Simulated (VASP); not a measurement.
# Sr (P6/mmm) in VASP: relaxation of cell and atoms with LDA

Aim: the relaxation of cell and atoms of Sr with LDA.

Everything below comes from runs of VASP 6.6.1. Logs are shortened: lines on timing, memory, paths and dates and some standing lists are left out, and cuts for length are marked.

**1. The cell of the first run**

It takes space group P6/mmm (No. 191, hexagonal). The conventional cell has a = 6.828 Å, b = 6.828 Å, c = 4.185 Å, α = 90.00°, β = 90.00°, γ = 120.00°. Sr (site symmetry 6/mmm) has 14 Sr at 4.19 to 4.46 Å within 5.5 Å. Within 5.2 Å of Sr (site symmetry -6m2) lie 11 Sr at 3.94 to 4.46 Å.

This isn't the form of Sr at room conditions, which is fcc.

**2. Relaxation of cell and atoms, LDA**

INCAR reads:

```
ALGO = Normal ; EDIFF = 1E-6
EDIFFG = -0.01 ; ENCUT = 600
GGA = CA ; IBRION = 2
ISIF = 3 ; ISMEAR = -1
LASPH = T ; LCHARG = F
LREAL = F ; LWAVE = F
NELM = 100 ; NSW = 80
PREC = Accurate ; SIGMA = 0.1
```

KPOINTS reads:

```
k-points
0
Gamma
  6 6 8
```

POSCAR reads:

```
Sr
1.0
    6.8275133244      0.0000000000      0.0000000000
   -3.4137566622      5.9127999836      0.0000000000
    0.0000000000      0.0000000000      4.1852656678
Sr
3
Direct
    0.0000000000      0.0000000000      0.0000000000
    0.3333333333      0.6666666667      0.5000000000
    0.6666666667      0.3333333333      0.5000000000
```

Potentials or basis: VASP PAW LDA potentials, release 64 (Sr_sv).

Started as:

```sh
> cat potpaw_LDA.64/Sr_sv/POTCAR > POTCAR
> mpirun -np 1 vasp_std > vasp.out
```

OUTCAR:

```text
EDIFF = 1E-6
   EDIFFG = -0.01
   ENCUT = 600
   GGA = CA
   IBRION = 2
   ISIF = 3
   ISMEAR = -1
   LASPH = T
   LREAL = F
   NELM = 100
   NSW = 80
   PREC = Accurate

 ion  position               nearest neighbor table
   1  0.000  0.000  0.000-   2 4.46   3 4.46   2 4.46   3 4.46   2 4.46   2 4.46   3 4.46   3 4.46
                             3 4.46   3 4.46   2 4.46   2 4.46
   2  0.333  0.667  0.500-   3 3.94   3 3.94   3 3.94   1 4.46   1 4.46   1 4.46   1 4.46   1 4.46
                             1 4.46
   3  0.667  0.333  0.500-   2 3.94   2 3.94   2 3.94   1 4.46   1 4.46   1 4.46   1 4.46   1 4.46
                             1 4.46

  LATTYP: Found a hexagonal cell.
 ALAT       =     6.8275133244
 C/A-ratio  =     0.6130000000

  Lattice vectors:

 A1 = (   6.8275133244,   0.0000000000,   0.0000000000)
 A2 = (  -3.4137566622,   5.9127999836,   0.0000000000)
 A3 = (   0.0000000000,   0.0000000000,   4.1852656678)

Analysis of symmetry for initial positions (statically):
=====================================================================
 Subroutine PRICEL returns:
 Original cell was already a primitive cell.

 Routine SETGRP: Setting up the symmetry group for a
 hexagonal supercell.

 Subroutine GETGRP returns: Found 24 space group operations
 (whereof 24 operations were pure point group operations)
 out of a pool of 24 trial point group operations.

The static configuration has the point symmetry D_6h.

Analysis of symmetry for dynamics (positions and initial velocities):
=====================================================================
 Subroutine PRICEL returns:
 Original cell was already a primitive cell.

 Routine SETGRP: Setting up the symmetry group for a
 hexagonal supercell.

 Subroutine GETGRP returns: Found 24 space group operations
 (whereof 24 operations were pure point group operations)
 out of a pool of 24 trial point group operations.

The dynamic configuration has the point symmetry D_6h.

 Subroutine INISYM returns: Found 24 space group operations
 (whereof 24 operations are pure point group operations),
 and found     1 'primitive' translations

----------------------------------------------------------------------------------------

                                     Primitive cell

  volume of cell :     168.9580

  direct lattice vectors                    reciprocal lattice vectors
     6.827513324  0.000000000  0.000000000     0.146466210  0.084562306  0.000000000
    -3.413756662  5.912799984  0.000000000     0.000000000  0.169124611  0.000000000
     0.000000000  0.000000000  4.185265668     0.000000000  0.000000000  0.238933458

  length of vectors
     6.827513324  6.827513324  4.185265668     0.169124611  0.169124611  0.238933458

  position of ions in fractional coordinates (direct lattice)
     0.000000000  0.000000000  0.000000000
     0.333333333  0.666666667  0.500000000
     0.666666667  0.333333333  0.500000000

  ion indices of the primitive-cell ions
   primitive index   ion index
                 1           1
                 2           2
                 3           3

----------------------------------------------------------------------------------------

 KPOINTS: k-points

Automatic generation of k-mesh.
 Grid dimensions read from file:
 generate k-points for:    6    6    8

 Generating k-lattice:

  Cartesian coordinates                     Fractional coordinates (reciprocal lattice)
     0.024411035  0.014093718  0.000000000     0.166666667  0.000000000  0.000000000
     0.000000000  0.028187435  0.000000000     0.000000000  0.166666667  0.000000000
     0.000000000  0.000000000  0.029866682     0.000000000  0.000000000  0.125000000

  Length of vectors
     0.028187435  0.028187435  0.029866682

  Shift w.r.t. Gamma in fractional coordinates (k-lattice)
     0.000000000  0.000000000  0.000000000

 Subroutine IBZKPT returns following result:
 ===========================================

 Found     35 irreducible k-points:

 Following reciprocal coordinates:
            Coordinates               Weight
  0.000000  0.000000  0.000000      1.000000
  0.166667  0.000000  0.000000      6.000000
  0.333333 -0.000000  0.000000      6.000000
  0.500000 -0.000000  0.000000      3.000000
  0.166667  0.166667  0.000000      6.000000
  0.333333  0.166667  0.000000     12.000000
[... 16 lines left out ...]
  0.166667  0.000000  0.375000     12.000000
  0.333333 -0.000000  0.375000     12.000000
 [... further k-points ...]
   k-points           NKPTS =     35   k-points in BZ     NKDIM =     35   number of bands    NBANDS=     19
   number of dos      NEDOS =    301   number of ions     NIONS =      3
   total plane-waves  NPLWV = 112896
   dimension x,y,z NGX =    56 NGY =   56 NGZ =   36
   dimension x,y,z NGXF=   112 NGYF=  112 NGZF=   72
   ions per type =               3
   NGX,Y,Z   is equivalent  to a cutoff of  13.64, 13.64, 14.30 a.u.
   NGXF,Y,Z  is equivalent  to a cutoff of  27.27, 27.27, 28.60 a.u.
 SYSTEM =  unknown system
   PREC   = accura    normal or accurate (medium, high low for compatibility)
   ISTART =      0    job   : 0-new  1-cont  2-samecut
   ICHARG =      2    charge: 1-file 2-atom 10-const
   ISPIN  =      1    spin polarized calculation?
   LNONCOLLINEAR =      F non collinear calculations
   LSORBIT =      F    spin-orbit coupling
   LASPH  =      T    aspherical Exc in radial PAW
   ENCUT  =  600.0 eV  44.10 Ry    6.64 a.u.  13.64 13.64  8.36*2*pi/ulx,y,z
   NELM   =    100;   NELMIN=  2; NELMDL= -5     # of ELM steps
   EDIFF  = 0.1E-05   stopping-criterion for ELM
   LREAL  =      F    real-space projection
   EDIFFG = -.1E-01   stopping-criterion for IOM
   NSW    =     80    number of steps for IOM
   IBRION =      2    ionic relax: 0-MD 1-quasi-New 2-CG
   NFREE  =      1    steps in history (QN), initial steepest desc. (CG)
   ISIF   =      3    stress and relaxation
   ISYM   =      2    0-nonsym 1-usesym 2-fastsym
   POTIM  = 0.5000    time-step for ionic-motion
   TEBEG  =    0.0;   TEEND  =   0.0 temperature during run
   PSTRESS=    0.0 pullay stress
   NELECT =      30.0000    total number of electrons
   NUPDOWN=      -1.0000    fix difference up-down
   EMIN   =  10.00;   EMAX   =-10.00  energy-range for DOS
   EFERMI =   0.00;   METHOD = LEGACY
   ISMEAR =    -1;   SIGMA  =   0.10  broadening in eV -4-tet -1-fermi 0-gaus
   EFERMI_NEDOS =   21; number of points for ismear=-14 and -15
   IALGO  =     38    algorithm
   IMIX   =      4    mixing-type and parameters
     AMIX     =   0.40;   BMIX     =  1.00
     AMIX_MAG =   1.60;   BMIX_MAG =  1.00
  volume/ion in A,a.u.               =      56.32       380.06
  Fermi-wavevector in a.u.,A,eV,Ry     =   0.920144  1.738819 11.519569  0.846664
  Thomas-Fermi vector in A             =   2.045416
   LORBIT       =      0    0 simple, 1 ext, 2 COOP (PROOUT), +10 PAW based schemes
   GGA     = CA    functional components
   LHFCALC =     F    Hartree Fock is set to
   AEXX    =    0.0000 exact exchange contribution
   IVDW    =     0    specifies the selected vdW correction
   LEPSILON=     F    determine dielectric tensor
   LRPA    =     F    only Hartree local field effects (RPA)
 conjugate gradient relaxation of ions
 non-spin polarized calculation
  energy-cutoff  :      600.00
  volume of cell :      168.96
 maximum number of plane-waves:      5681
 NGX is ok and might be reduce to    56
   NGX = 27   NGY = 27   NGZ = 17

--------------------------------------- Ionic step        1  -------------------------------------------

 number of electron      30.0000000 magnetization

 Free energy of the ion-electron system (eV)
  ---------------------------------------------------
  ext. energy  EPLUGINS =         0.00000000
  ---------------------------------------------------
  free energy    TOTEN  =        -5.48321259 eV

  energy without entropy =       -5.31798597  energy(sigma->0) =       -5.40059928

------------------------ aborting loop because EDIFF is reached ----------------------------------------

  FORCE on cell =-STRESS in cart. coord.  units (eV):
  Direction    XX          YY          ZZ          XY          YZ          ZX
  --------------------------------------------------------------------------------------
  -------------------------------------------------------------------------------------
  Total       -1.3246636     -1.3246636     -1.8382390      0.0000000      0.0000000      0.0000000
  in kB      -12.5613817    -12.5613817    -17.4314609      0.0000000      0.0000000      0.0000000
  external PRESSURE =     -14.1847415 kB  Pullay stress =       0.0000000 kB

 VOLUME and BASIS-vectors are now :
 -----------------------------------------------------------------------------
  energy-cutoff  :      600.00
  volume of cell :      168.96
      direct lattice vectors                 reciprocal lattice vectors
     6.827513324  0.000000000  0.000000000     0.146466210  0.084562306  0.000000000
    -3.413756662  5.912799984  0.000000000     0.000000000  0.169124611  0.000000000
     0.000000000  0.000000000  4.185265668     0.000000000  0.000000000  0.238933458
[... 186 lines left out ...]
 POSITION                                       TOTAL-FORCE (eV/Angst)
 -----------------------------------------------------------------------------------
      6.56487     -0.00000      3.92431        -0.000000     -0.000000     -0.000000
     -0.00000      3.79023      1.96215        -0.000000      0.000000     -0.000000
      3.28243      1.89511      1.96215         0.000000     -0.000000      0.000000
 -----------------------------------------------------------------------------------
    total drift:                                0.000000     -0.000000     -0.000000

  FREE ENERGIE OF THE ION-ELECTRON SYSTEM (eV)
  ---------------------------------------------------
  free  energy   TOTEN  =        -5.6002879473 eV

  energy  without entropy=       -5.4504477092  energy(sigma->0) =       -5.52536783

--------------------------------------- Ionic step        7  -------------------------------------------

 number of electron      30.0000000 magnetization

 Free energy of the ion-electron system (eV)
  ---------------------------------------------------
  ext. energy  EPLUGINS =         0.00000000
  ---------------------------------------------------
  free energy    TOTEN  =        -5.60070343 eV

  energy without entropy =       -5.45180236  energy(sigma->0) =       -5.52625289

 E-fermi :   1.8184     XC(G=0):  -7.9351

 val. band max:        1.8178142035   @ k =   0.1667   0.1667   0.5000
 cond. band min:       1.8209276008   @ k =   0.3333  -0.0000   0.3750
 fundamental gap:      0.0031133973
 Fermi energy:         1.8184394985

 k-point     1 :       0.0000    0.0000    0.0000
  band No.  band energies     occupation
      1     -34.4291      2.00000
      2     -34.3942      2.00000
      3     -34.3440      2.00000
      4     -16.6483      2.00000
      5     -16.6483      2.00000
      6     -16.5094      2.00000
[... 11 lines left out ...]
     18       2.1175      0.09569
     19       2.3631      0.00858
[... 485 lines left out ...]
 k-point    24 :       0.3333   -0.0000    0.3750
  band No.  band energies     occupation
      1     -34.4075      2.00000
      2     -34.3883      2.00000
      3     -34.3317      2.00000
      4     -16.6392      2.00000
      5     -16.6308      2.00000
      6     -16.6153      2.00000
[... 11 lines left out ...]
     18       2.2773      0.02012
     19       3.0263      0.00001

 [... further k-points ...]

------------------------ aborting loop because EDIFF is reached ----------------------------------------

  FORCE on cell =-STRESS in cart. coord.  units (eV):
  Direction    XX          YY          ZZ          XY          YZ          ZX
  --------------------------------------------------------------------------------------
  -------------------------------------------------------------------------------------
  Total       -0.0206631     -0.0206631     -0.0264425      0.0000000     -0.0000000      0.0000000
  in kB       -0.2259897     -0.2259897     -0.2891979      0.0000000     -0.0000000      0.0000000
  external PRESSURE =      -0.2470591 kB  Pullay stress =       0.0000000 kB

 VOLUME and BASIS-vectors are now :
 -----------------------------------------------------------------------------
  energy-cutoff  :      600.00
  volume of cell :      146.49
      direct lattice vectors                 reciprocal lattice vectors
     6.578969571 -0.000000000  0.000000000     0.151999487  0.087756945 -0.000000000
    -3.289484786  5.697554779 -0.000000000     0.000000000  0.175513890 -0.000000000
     0.000000000  0.000000000  3.908149998    -0.000000000  0.000000000  0.255875542

 POSITION                                       TOTAL-FORCE (eV/Angst)
 -----------------------------------------------------------------------------------
     -0.00000      0.00000     -0.00000        -0.000000     -0.000000     -0.000000
     -0.00000      3.79837      1.95407        -0.000000      0.000000     -0.000000
      3.28948      1.89918      1.95407         0.000000     -0.000000      0.000000
 -----------------------------------------------------------------------------------
    total drift:                                0.000000     -0.000000      0.000000

  FREE ENERGIE OF THE ION-ELECTRON SYSTEM (eV)
  ---------------------------------------------------
  free  energy   TOTEN  =        -5.6007034253 eV

  energy  without entropy=       -5.4518023585  energy(sigma->0) =       -5.52625289

 reached required accuracy - stopping structural energy minimisation
```

Wall time 4.4 min (1 thread of Intel Xeon 6975P-C (Granite Rapids), shared host); peak memory 0.32 GiB.

What came out:

| Quantity | Value |
| --- | --- |
| Free energy | -5.6007 eV |
| Relaxed volume | 48.83 Å³/atom |
| Relaxed cell | a = 6.579 Å, b = 6.579 Å, c = 3.908 Å, α = 90.00°, β = 90.00°, γ = 120.00° |
| Space group after relaxing (to 0.1 Å) | P6/mmm (No. 191) |
| Energy gained by relaxing | 39.2 meV/atom |
| Ionic steps | 7 |
| Pressure after relaxing | 0.0 GPa |
| Band gap on the k mesh | zero (bands 15 and 16 overlap by 0.35 eV) |

The path:
```csv
step,energy change (eV),largest force (eV/Å),pressure (GPa),volume (Å³)
1,0.0000,0.0000,-1.42,168.96
2,-0.0857,0.0000,-0.78,157.05
3,-0.1147,0.0000,-0.09,147.64
4,-0.1154,0.0000,0.04,145.99
5,-0.1153,0.0000,0.00,146.43
6,-0.1171,0.0000,-0.01,146.47
7,-0.1175,0.0000,-0.02,146.49
```

Final structure:
```
CELL_PARAMETERS angstrom
6.57897 0.00000 0.00000
-3.28948 5.69755 0.00000
0.00000 0.00000 3.90815
ATOMIC_POSITIONS crystal
Sr 0.00000 0.00000 0.00000
Sr 0.33333 0.66667 0.50000
Sr 0.66667 0.33333 0.50000
```
